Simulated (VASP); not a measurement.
# Ti: single point with LDA

The system is Ti.

```
Ti
1.0
     0.00000    2.03000    2.03000
     2.03000    0.00000    2.03000
     2.03000    2.03000    0.00000
Ti
1
Direct
  0.00000 0.00000 0.00000
```

```
Program                : VASP 6.6.1
Task                   : single point
Functional             : LDA
Potentials or basis    : VASP PAW LDA potentials, release 64 (Ti_sv)
Cutoff                 : 520 eV
k mesh                 : 11 × 11 × 11
Occupations            : methfessel-paxton, width 0.2 eV
Spin                   : no spin polarisation
Dipole correction      : no
Further INCAR settings : ALGO = Normal; EDIFF = 1e-06; NBANDS = 12
```

```
Pressure               : -5.3 GPa
Band gap on the k mesh : zero (band 6 reaches 9.26 eV, above the bottom of band 7 at 8.10 eV)
```

Levels at points of the mesh, in eV from the Fermi level:
```csv
k point,band 4,band 5,band 6,band 7,band 8,band 9
"(0.00, 0.00, 0.00)",-32.14,-6.11,0.87,0.87,0.87,2.56
```

It took 8.8 s on 1 thread of AMD EPYC 9R45 96-Core Processor (Zen 5), with other jobs on the host, peak memory 0.1 GiB.
